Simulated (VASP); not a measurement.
Write the native input for VASP 6.6.1 that does the following.

| Item | Value |
| --- | --- |
| Task | single point |
| Functional | PBEsol |
| Potentials or basis | VASP PAW PBE potentials, release 64 (Al, Cu) |
| Cutoff | 520 eV |
| k mesh | 12 × 12 × 12 |
| Occupations | gaussian, width 0.15 eV |
| Spin | no spin polarisation |
| Dipole correction | no |
| Further INCAR settings | ALGO = Fast; EDIFF = 1e-07; NBANDS = 18 |

The structure of Al3Cu lies in POSCAR:

```
Al3Cu
1.0
    3.8923537780      0.1702904778      0.0000000000
    0.1702904778      3.8923537780      0.0000000000
    0.0000000000      0.0000000000      3.8923537780
Al Cu
3 1
Direct
    0.0000000000      0.5000000000      0.5000000000
    0.5000000000      0.0000000000      0.5000000000
    0.5000000000      0.5000000000      0.0000000000
    0.0000000000      0.0000000000      0.0000000000
```

This cell differs from its parent crystal: strain +0.0875 x Voigt [0, 0, 0, 0, 0, 1].

One way to write it, as run:

INCAR

```
SYSTEM = Al3Cu
  PREC = Accurate
  ENCUT = 520
  EDIFF = 1E-7
  ISMEAR = 0
  SIGMA = 0.15
  LREAL = .FALSE.
  LASPH = .TRUE.
  NELM = 80
  ALGO = Fast
  ISIF = 2
  LWAVE = .FALSE.
  LCHARG = .TRUE.
  GGA = PS
  LELF = .TRUE.
  LVHAR = .TRUE.
  NBANDS = 18
```

KPOINTS

```
regular mesh
0
G
  12 12 12
  0 0 0
```

Potentials or basis: VASP PAW PBE potentials, release 64 (Al, Cu).

Launch:

```console
$ cat potpaw_PBE.64/Al/POTCAR potpaw_PBE.64/Cu/POTCAR > POTCAR
$ mpirun -np 1 vasp_std > vasp.out
```

It gave:

- Pressure: 1.1 GPa
- Band gap on the k mesh: zero (bands 10 and 11 overlap by 4.34 eV)

Caveat: the cell differs from its parent crystal (strain +0.0875 x Voigt [0, 0, 0, 0, 0, 1]); the PAW data sets were made with another functional, which shifts forces and pressure a little.

Wall time 11 min on 1 thread of Intel Xeon 8259CL, with other jobs on the host, peak memory 0.4 GiB.
